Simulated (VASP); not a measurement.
# TiS2 in VASP: further runs

Runs on TiS2. Level: PBE+D3(BJ). Tasks: single point.

All numbers are computed with VASP 6.6.1; they aren't measurements. Logs are shortened: lines on timing, memory, paths and dates and some standing lists are left out, and cuts for length are marked.

## (1) The cell of the first run

The cell holds a slab with vacuum, 3 atoms: a = 3.361 Å, b = 3.361 Å, c = 31.712 Å, α = 90.00°, β = 90.00°, γ = 120.00°.

## (2) Single point, PBE+D3(BJ)

Input file INCAR:

```
SYSTEM = TiS2
  PREC = Accurate
  ENCUT = 400
  EDIFF = 1E-6
  ISMEAR = 0
  SIGMA = 0.1
  LREAL = .FALSE.
  LASPH = .TRUE.
  NELM = 120
  ALGO = Normal
  ISIF = 2
  LWAVE = .FALSE.
  LCHARG = .FALSE.
  LDIPOL = .TRUE.
  IDIPOL = 3
  DIPOL = 0.5 0.5 0.500
  GGA = PE
  IVDW = 12
  NBANDS = 19
  GGA_COMPAT = .FALSE.
  NELMDL = -8
```

Input file KPOINTS:

```
Automatic mesh
0
G
  6 6 1
  0 0 0
```

Input file POSCAR:

```
TiS2
1.0
    3.3605463332      0.0000000000      0.0000000000
   -1.6802731666      2.9103184952      0.0000000000
    0.0000000000      0.0000000000     31.7115601241
S Ti
2 1
Direct
    0.6666666667      0.3333333333      0.4549725707
    0.3333333333      0.6666666667      0.5450274293
    0.0000000000      0.0000000000      0.5000000000
```

Potentials or basis: VASP PAW PBE potentials, release 64 (S, Ti_sv).

Launch:

```sh
> cat potpaw_PBE.64/S/POTCAR potpaw_PBE.64/Ti_sv/POTCAR > POTCAR
> mpirun -np 1 vasp_std > vasp.out
```

OUTCAR:

```text
SYSTEM = TiS2
   PREC = Accurate
   ENCUT = 400
   EDIFF = 1E-6
   ISMEAR = 0
   LREAL = .FALSE.
   LASPH = .TRUE.
   NELM = 120
   ISIF = 2
   GGA = PE
   IVDW = 12
   NELMDL = -8
 IVDW          = 12

 ion  position               nearest neighbor table
   1  0.667  0.333  0.455-   3 2.41   3 2.41   3 2.41
   2  0.333  0.667  0.545-   3 2.41   3 2.41   3 2.41
   3  0.000  0.000  0.500-   1 2.41   2 2.41   1 2.41   2 2.41   1 2.41   2 2.41

  LATTYP: Found a hexagonal cell.
 ALAT       =     3.3605463332
 C/A-ratio  =     9.4364299670

  Lattice vectors:

 A1 = (   3.3605463332,   0.0000000000,   0.0000000000)
 A2 = (  -1.6802731666,   2.9103184952,   0.0000000000)
 A3 = (   0.0000000000,   0.0000000000,  31.7115601241)

Analysis of symmetry for initial positions (statically):
=====================================================================
 Subroutine PRICEL returns:
 Original cell was already a primitive cell.

 Routine SETGRP: Setting up the symmetry group for a
 hexagonal supercell.

 Subroutine GETGRP returns: Found 12 space group operations
 (whereof 12 operations were pure point group operations)
 out of a pool of 24 trial point group operations.

The static configuration has the point symmetry D_3d.

Analysis of symmetry for dynamics (positions and initial velocities):
=====================================================================
 Subroutine PRICEL returns:
 Original cell was already a primitive cell.

 Routine SETGRP: Setting up the symmetry group for a
 hexagonal supercell.

 Subroutine GETGRP returns: Found 12 space group operations
 (whereof 12 operations were pure point group operations)
 out of a pool of 24 trial point group operations.

The dynamic configuration has the point symmetry D_3d.

 Subroutine INISYM returns: Found 12 space group operations
 (whereof 12 operations are pure point group operations),
 and found     1 'primitive' translations

----------------------------------------------------------------------------------------

                                     Primitive cell

  volume of cell :     310.1473

  direct lattice vectors                    reciprocal lattice vectors
     3.360546333  0.000000000  0.000000000     0.297570663  0.171802502  0.000000000
    -1.680273167  2.910318495  0.000000000     0.000000000  0.343605005  0.000000000
     0.000000000  0.000000000 31.711560124     0.000000000  0.000000000  0.031534242

  length of vectors
     3.360546333  3.360546333 31.711560124     0.343605005  0.343605005  0.031534242

  position of ions in fractional coordinates (direct lattice)
     0.666666667  0.333333333  0.454972571
     0.333333333  0.666666667  0.545027429
     0.000000000  0.000000000  0.500000000

  ion indices of the primitive-cell ions
   primitive index   ion index
                 1           1
                 2           2
                 3           3

----------------------------------------------------------------------------------------

 KPOINTS: Automatic mesh

Automatic generation of k-mesh.
 Grid dimensions read from file:
 generate k-points for:    6    6    1

 Generating k-lattice:

  Cartesian coordinates                     Fractional coordinates (reciprocal lattice)
     0.049595110  0.028633750  0.000000000     0.166666667  0.000000000  0.000000000
     0.000000000  0.057267501  0.000000000     0.000000000  0.166666667  0.000000000
     0.000000000  0.000000000  0.031534242     0.000000000  0.000000000  1.000000000

  Length of vectors
     0.057267501  0.057267501  0.031534242

  Shift w.r.t. Gamma in fractional coordinates (k-lattice)
     0.000000000  0.000000000  0.000000000

 Subroutine IBZKPT returns following result:
 ===========================================

 Found      7 irreducible k-points:

 Following reciprocal coordinates:
            Coordinates               Weight
  0.000000  0.000000  0.000000      1.000000
  0.166667 -0.000000  0.000000      6.000000
  0.333333  0.000000  0.000000      6.000000
  0.500000  0.000000  0.000000      3.000000
  0.166667  0.166667  0.000000      6.000000
  0.333333  0.166667  0.000000     12.000000
  0.333333  0.333333  0.000000      2.000000
   k-points           NKPTS =      7   k-points in BZ     NKDIM =      7   number of bands    NBANDS=     19
   number of dos      NEDOS =    301   number of ions     NIONS =      3
   total plane-waves  NPLWV = 120960
   dimension x,y,z NGX =    24 NGY =   24 NGZ =  210
   dimension x,y,z NGXF=    48 NGYF=   48 NGZF=  420
   ions per type =               2   1
   NGX,Y,Z   is equivalent  to a cutoff of  11.87, 11.87, 11.01 a.u.
   NGXF,Y,Z  is equivalent  to a cutoff of  23.75, 23.75, 22.02 a.u.
 SYSTEM =  TiS2
   PREC   = accura    normal or accurate (medium, high low for compatibility)
   ISTART =      0    job   : 0-new  1-cont  2-samecut
   ICHARG =      2    charge: 1-file 2-atom 10-const
   ISPIN  =      1    spin polarized calculation?
   LNONCOLLINEAR =      F non collinear calculations
   LSORBIT =      F    spin-orbit coupling
   LASPH  =      T    aspherical Exc in radial PAW
   ENCUT  =  400.0 eV  29.40 Ry    5.42 a.u.   5.48  5.48 51.71*2*pi/ulx,y,z
   NELM   =    120;   NELMIN=  2; NELMDL= -8     # of ELM steps
   EDIFF  = 0.1E-05   stopping-criterion for ELM
   LREAL  =      F    real-space projection
   EDIFFG = 0.1E-04   stopping-criterion for IOM
   NSW    =      0    number of steps for IOM
   IBRION =     -1    ionic relax: 0-MD 1-quasi-New 2-CG
   NFREE  =      0    steps in history (QN), initial steepest desc. (CG)
   ISIF   =      2    stress and relaxation
   ISYM   =      2    0-nonsym 1-usesym 2-fastsym
   POTIM  = 0.5000    time-step for ionic-motion
   TEBEG  =    0.0;   TEEND  =   0.0 temperature during run
   PSTRESS=    0.0 pullay stress
   NELECT =      24.0000    total number of electrons
   NUPDOWN=      -1.0000    fix difference up-down
   EMIN   =  10.00;   EMAX   =-10.00  energy-range for DOS
   EFERMI =   0.00;   METHOD = LEGACY
   ISMEAR =     0;   SIGMA  =   0.10  broadening in eV -4-tet -1-fermi 0-gaus
   EFERMI_NEDOS =   21; number of points for ismear=-14 and -15
   IALGO  =     38    algorithm
   IMIX   =      4    mixing-type and parameters
     AMIX     =   0.40;   BMIX     =  1.00
     AMIX_MAG =   1.60;   BMIX_MAG =  1.00
[... 29 lines left out ...]

 E-fermi :  -3.6319     XC(G=0):  -2.1971

 val. band max:       -3.6370337538   @ k =   0.5000   0.0000   0.0000
 cond. band min:      -3.5665910491   @ k =   0.0000   0.0000   0.0000
 fundamental gap:      0.0704427047
 Fermi energy:        -3.6319494762

 k-point     1 :       0.0000    0.0000    0.0000
  band No.  band energies     occupation
      1     -61.2476      2.00000
      2     -37.4892      2.00000
      3     -37.4354      2.00000
      4     -37.4354      2.00000
      5     -17.3422      2.00000
      6     -16.1210      2.00000
      7      -8.3974      2.00000
      8      -6.3955      2.00000
      9      -6.3955      2.00000
     10      -5.1908      2.00000
     11      -3.5666      0.35533
     12      -3.5666      0.35532
     13      -3.1565      0.00000
     14      -3.1565      0.00000
     15      -2.5860      0.00000
     16       0.0641      0.00000
     17       0.0641      0.00000
     18       1.5421      0.00000
     19       1.7238      0.00000

 k-point     2 :       0.1667   -0.0000    0.0000
  band No.  band energies     occupation
      1     -61.2438      2.00000
      2     -37.4818      2.00000
      3     -37.4732      2.00000
      4     -37.4440      2.00000
      5     -17.0142      2.00000
      6     -16.0087      2.00000
      7      -8.0240      2.00000
      8      -7.1808      2.00000
      9      -6.3011      2.00000
     10      -5.4697      2.00000
     11      -4.7021      2.00000
     12      -4.4869      2.00000
     13      -3.0756      0.00000
     14      -2.3172      0.00000
     15      -2.0963      0.00000
     16      -0.6663      0.00000
     17      -0.1240      0.00000
     18       2.0788      0.00000
     19       2.2167      0.00000

 k-point     3 :       0.3333    0.0000    0.0000
  band No.  band energies     occupation
      1     -61.2364      2.00000
      2     -37.5487      2.00000
      3     -37.4662      2.00000
      4     -37.4611      2.00000
      5     -16.2448      2.00000
      6     -15.7606      2.00000
      7      -8.1521      2.00000
      8      -7.6034      2.00000
      9      -6.9959      2.00000
     10      -6.2950      2.00000
     11      -5.1975      2.00000
     12      -4.9886      2.00000
     13      -3.4669      0.01956
     14      -2.0307      0.00000
     15      -1.7306      0.00000
     16      -0.1866      0.00000
     17      -0.0691      0.00000
     18       2.8205      0.00000
     19       3.5346      0.00000

 k-point     4 :       0.5000    0.0000    0.0000
  band No.  band energies     occupation
      1     -61.2324      2.00000
      2     -37.5858      2.00000
      3     -37.4697      2.00000
      4     -37.4586      2.00000
      5     -15.8143      2.00000
      6     -15.5720      2.00000
      7      -9.0156      2.00000
      8      -7.8452      2.00000
      9      -6.6143      2.00000
     10      -6.4043      2.00000
     11      -5.6614      2.00000
     12      -5.0076      2.00000
     13      -3.6370      1.05732
     14      -2.0427      0.00000
     15      -1.6168      0.00000
     16       0.0567      0.00000
     17       0.5160      0.00000
     18       2.5793      0.00000
     19       2.9659      0.00000

 k-point     5 :       0.1667    0.1667    0.0000
  band No.  band energies     occupation
      1     -61.2382      2.00000
      2     -37.5226      2.00000
      3     -37.4710      2.00000
      4     -37.4634      2.00000
      5     -16.4551      2.00000
      6     -15.8299      2.00000
      7      -7.7177      2.00000
      8      -7.4576      2.00000
      9      -6.9766      2.00000
     10      -6.1397      2.00000
     11      -5.7299      2.00000
     12      -4.8004      2.00000
     13      -2.8379      0.00000
     14      -2.3245      0.00000
     15      -1.7266      0.00000
     16      -0.7518      0.00000
     17      -0.1879      0.00000
     18       2.9857      0.00000
     19       3.0558      0.00000

 k-point     6 :       0.3333    0.1667    0.0000
  band No.  band energies     occupation
      1     -61.2326      2.00000
      2     -37.5663      2.00000
      3     -37.4895      2.00000
      4     -37.4586      2.00000
      5     -15.7922      2.00000
      6     -15.6149      2.00000
      7      -8.4882      2.00000
      8      -7.8576      2.00000
      9      -6.6766      2.00000
     10      -6.5009      2.00000
     11      -6.1355      2.00000
     12      -5.5856      2.00000
     13      -2.8510      0.00000
     14      -2.0506      0.00000
     15      -1.7735      0.00000
     16      -0.5998      0.00000
     17       0.3221      0.00000
     18       3.4144      0.00000
     19       4.0094      0.00000

 k-point     7 :       0.3333    0.3333    0.0000
  band No.  band energies     occupation
      1     -61.2309      2.00000
      2     -37.5394      2.00000
      3     -37.5394      2.00000
      4     -37.4549      2.00000
      5     -15.5433      2.00000
      6     -15.5433      2.00000
      7      -7.9396      2.00000
      8      -7.9396      2.00000
      9      -7.7769      2.00000
     10      -6.4074      2.00000
     11      -6.1436      2.00000
     12      -6.1436      2.00000
     13      -2.3925      0.00000
     14      -1.9670      0.00000
     15      -1.9670      0.00000
     16      -0.3194      0.00000
     17      -0.3194      0.00000
     18       4.0142      0.00000
     19       4.6677      0.00000

------------------------ aborting loop because EDIFF is reached ----------------------------------------

 vacuum level on the upper side and lower side of the slab       (xc-potential included)        -0.007        -0.007

 Edisp (eV)   -0.83785

 E8    (eV) :    -0.3645

  FORCE on cell =-STRESS in cart. coord.  units (eV):
  Direction    XX          YY          ZZ          XY          YZ          ZX
  --------------------------------------------------------------------------------------
  -------------------------------------------------------------------------------------
  Total       0.09546     0.09546     0.39776     0.00000     0.00000     0.00000
  in kB       0.49314     0.49314     2.05475     0.00000     0.00000     0.00000
  external pressure =        1.01 kB  Pullay stress =        0.00 kB

 VOLUME and BASIS-vectors are now :
 -----------------------------------------------------------------------------
  energy-cutoff  :      400.00
  volume of cell :      310.15
      direct lattice vectors                 reciprocal lattice vectors
     3.360546333  0.000000000  0.000000000     0.297570663  0.171802502  0.000000000
    -1.680273167  2.910318495  0.000000000     0.000000000  0.343605005  0.000000000
     0.000000000  0.000000000 31.711560124     0.000000000  0.000000000  0.031534242

 POSITION                                       TOTAL-FORCE (eV/Angst)
 -----------------------------------------------------------------------------------
      1.68027      0.97011     14.42789        -0.000000      0.000000     -0.174711
     -0.00000      1.94021     17.28367         0.000000     -0.000000      0.174711
      0.00000      0.00000     15.85578        -0.000000     -0.000000      0.000000
 -----------------------------------------------------------------------------------
    total drift:                                0.000000      0.000000     -0.000000

  FREE ENERGIE OF THE ION-ELECTRON SYSTEM (eV)
  ---------------------------------------------------
  free  energy   TOTEN  =       -20.7494565530 eV

  energy  without entropy=      -20.7421061539  energy(sigma->0) =      -20.74578135

 vacuum level on the upper side and lower side of the slab         2.057         2.057
```

Wall time 46 s (1 thread of Intel Xeon Platinum 8488C (Sapphire Rapids), shared host); peak memory 0.34 GiB.

What came out:

```
Free energy                : -20.7495 eV
Largest force              : 0.175 eV/Å
Band gap on the k mesh     : zero (band 12 reaches -3.57 eV, above the bottom of band 13 at -3.64 eV)
Dispersion energy per atom : -0.279 eV
```

Forces in eV/Å, atoms in the order of the input:
```
S    0.000  0.000 -0.175
S    0.000  0.000  0.175
Ti   0.000  0.000  0.000
```

## (3) Single point, PBE+D3(BJ)

This run uses another cell than the first one, of 60.26 Å³/atom, 0.583 times its volume.

Input file INCAR:

```
PREC = Accurate
ENCUT = 400
EDIFF = 1E-6
ISMEAR = 0
SIGMA = 0.1
LREAL = F
LASPH = T
NELM = 120
ALGO = Normal
ISIF = 2
LWAVE = F
LCHARG = T
LDIPOL = T
IDIPOL = 3
DIPOL = 0.5 0.5 0.296
GGA = PE
IVDW = 12
LELF = T
LVHAR = T
LVACPOTAV = T
NBANDS = 19
GGA_COMPAT = F
NELMDL = -8
```

Input file KPOINTS:

```
Automatic mesh
0
Gamma
  9 9 1
```

Input file POSCAR:

```
TiS2
1.0
    3.3720622759      0.0000000000      0.0000000000
   -1.6860311380      2.9202915941      0.0000000000
    0.0000000000      0.0000000000     18.3596492108
S Ti
2 1
Direct
    0.6666666667      0.3333333333      0.2178690864
    0.3333333333      0.6666666667      0.3736263766
    0.0000000000      0.0000000000      0.2957477315
```

Potentials or basis: VASP PAW PBE potentials, release 64 (S, Ti_sv).

Launch:

```sh
> cat potpaw_PBE.64/S/POTCAR potpaw_PBE.64/Ti_sv/POTCAR > POTCAR
> mpirun -np 1 vasp_std > vasp.out
```

Wall time 34 s (1 thread of Intel Xeon Platinum 8488C (Sapphire Rapids), shared host); peak memory 0.25 GiB.

Results (log left out):

```yaml
Free_energy: -20.7737 eV
Largest_force: 0.047 eV/Å
Band_gap_on_the_k_mesh: zero (band 12 reaches -2.10 eV, above the bottom of band 13 at -2.14 eV)
Dispersion_energy_per_atom: -0.278 eV
```

Forces on the atoms (eV/Å):
```
S    0.000  0.000 -0.047
S    0.000  0.000  0.047
Ti   0.000  0.000  0.000
```

Levels at points of the mesh, in eV from the Fermi level:
```
           k point  band 9  band 10  band 11  band 12  band 13  band 14  band 15  band 16
(0.00, 0.00, 0.00)   -2.73    -1.51     0.08     0.08     0.48     0.48     1.06     3.68
```

## (4) Single point, PBE+D3(BJ)

Input file INCAR:

```
SYSTEM = TiS2
PREC = Accurate ; ENCUT = 400
EDIFF = 1E-6 ; ISMEAR = 0
SIGMA = 0.1 ; LREAL = .FALSE.
LASPH = .TRUE. ; NELM = 120
ALGO = Normal ; ISIF = 2
LWAVE = .FALSE. ; LCHARG = .FALSE.
LDIPOL = .TRUE. ; IDIPOL = 3
DIPOL = 0.5 0.5 0.500 ; GGA = PE
IVDW = 12 ; NBANDS = 19
GGA_COMPAT = .FALSE. ; NELMDL = -8
```

Input file KPOINTS:

```
Automatic mesh
0
G
  15 15 1
  0 0 0
```

Input file POSCAR:

```
TiS2
1.0
    3.3605463332      0.0000000000      0.0000000000
   -1.6802731666      2.9103184952      0.0000000000
    0.0000000000      0.0000000000     31.7115601241
S Ti
2 1
Direct
    0.6666666667      0.3333333333      0.4549725707
    0.3333333333      0.6666666667      0.5450274293
    0.0000000000      0.0000000000      0.5000000000
```

Launch:

```sh
> cat potpaw_PBE.64/S/POTCAR potpaw_PBE.64/Ti_sv/POTCAR > POTCAR
> mpirun -np 1 vasp_std > vasp.out
```

It took 1.9 min on 1 thread of Intel Xeon Platinum 8488C (Sapphire Rapids), shared host; peak memory 0.39 GiB.

It converged, with:

- Free energy: -20.7722 eV
- Largest force: 0.104 eV/Å
- Band gap on the k mesh: zero (band 12 reaches -3.54 eV, above the bottom of band 13 at -3.63 eV)
- Dispersion energy per atom: -0.279 eV

Forces in eV/Å, atoms in the order of the input:
```
S    0.000  0.000 -0.104
S    0.000  0.000  0.104
Ti   0.000  0.000  0.000
```

Levels at points of the mesh, in eV from the Fermi level:
```csv
k point,band 10,band 11,band 12,band 13,band 14,band 15
"(0.00, 0.00, 0.00)",-1.50,0.13,0.13,0.51,0.51,1.09
```

## (5) Single point, PBE+D3(BJ)

This run uses another cell than the first one, of 104.09 Å³/atom, 1.007 times its volume.

Input file INCAR:

```
SYSTEM = TiS2
ALGO = Normal
DIPOL = 0.5 0.5 0.500
EDIFF = 1E-6
ENCUT = 400
GGA = PE
GGA_COMPAT = .False.
IDIPOL = 3
ISIF = 2
ISMEAR = 0
IVDW = 12
LASPH = .True.
LCHARG = .False.
LDIPOL = .True.
LREAL = .False.
LWAVE = .False.
NBANDS = 19
NELM = 120
NELMDL = -8
PREC = Accurate
SIGMA = 0.1
```

Input file KPOINTS:

```
k-points
0
Gamma
  15 15 1
  0 0 0
```

Input file POSCAR:

```
TiS2
1.0
    3.3720622759      0.0000000000      0.0000000000
   -1.6860311380      2.9202915941      0.0000000000
    0.0000000000      0.0000000000     31.7115601241
S Ti
2 1
Direct
    0.6666666667      0.3333333333      0.4549115654
    0.3333333333      0.6666666667      0.5450884346
    0.0000000000      0.0000000000      0.5000000000
```

Launch:

```sh
> cat potpaw_PBE.64/S/POTCAR potpaw_PBE.64/Ti_sv/POTCAR > POTCAR
> mpirun -np 1 vasp_std > vasp.out
```

Wall time 1.9 min (1 thread of Intel Xeon Platinum 8488C (Sapphire Rapids), shared host); peak memory 0.38 GiB.

The run converged. Its results:

```yaml
Free_energy: -20.7736 eV
Largest_force: 0.019 eV/Å
Band_gap_on_the_k_mesh: zero (band 12 reaches -3.59 eV, above the bottom of band 13 at -3.65 eV)
Dispersion_energy_per_atom: -0.277 eV
```

Forces in eV/Å, atoms in the order of the input:
```
S    0.000  0.000 -0.019
S    0.000  0.000  0.019
Ti   0.000  0.000  0.000
```

Levels at points of the mesh, in eV from the Fermi level:
| k point | band 8 | band 9 | band 10 | band 11 | band 12 | band 13 | band 14 | band 15 | band 16 | band 17 |
| --- | --- | --- | --- | --- | --- | --- | --- | --- | --- | --- |
| (0.00, 0.00, 0.00) | -2.70 | -2.70 | -1.48 | 0.11 | 0.11 | 0.50 | 0.50 | 1.08 | 3.70 | 3.70 |

## (6) The runs side by side

| cell | k mesh | gap on the mesh (eV) | largest force (eV/Å) |
| --- | --- | --- | --- |
| a = 3.361, b = 3.361, c = 31.712 Å, angles 90.0, 90.0, 120.0°, 3 atoms | 6 × 6 × 1 | none | 0.17 |
| a = 3.372, b = 3.372, c = 18.360 Å, angles 90.0, 90.0, 120.0°, 3 atoms | 9 × 9 × 1 | none | 0.05 |
| a = 3.361, b = 3.361, c = 31.712 Å, angles 90.0, 90.0, 120.0°, 3 atoms | 15 × 15 × 1 | none | 0.10 |
| a = 3.372, b = 3.372, c = 31.712 Å, angles 90.0, 90.0, 120.0°, 3 atoms | 15 × 15 × 1 | none | 0.02 |

Alike in all rows: task single point; level PBE+D3(BJ); potentials or basis VASP PAW PBE potentials, release 64 (S, Ti_sv); no spin polarisation; cutoff (eV) 400; smearing gaussian 0.1 eV.

Total energies depend on the potentials used, so only differences within one code and one set of settings carry meaning.
